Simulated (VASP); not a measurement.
Here is a VASP 6.6.1 calculation.

Contents of INCAR:

```
SYSTEM = Ag
PREC = Accurate
ENCUT = 520
EDIFF = 1E-6
ISMEAR = -1
SIGMA = 0.08
LREAL = .FALSE.
LASPH = .TRUE.
NELM = 80
ALGO = Normal
ISIF = 2
LWAVE = .FALSE.
LCHARG = .FALSE.
GGA = PE
NBANDS = 12
```

File KPOINTS:

```
regular mesh
0
G
  17 17 17
  0 0 0
```

File POSCAR:

```
Ag
1.0
   -1.5445912373      1.5445912373      1.5445912373
    1.5445912373     -1.5445912373      1.5445912373
    1.5445912373      1.5445912373     -1.5445912373
Ag
1
Direct
    0.0000000000      0.0000000000      0.0000000000
```

Potentials or basis: VASP PAW PBE potentials, release 64 (Ag).

Command:

```bash
$ cat potpaw_PBE.64/Ag/POTCAR > POTCAR
$ mpirun -np 1 vasp_std > vasp.out
```

**Question.** Predict the pressure.

**Answer.** 30.6 GPa.
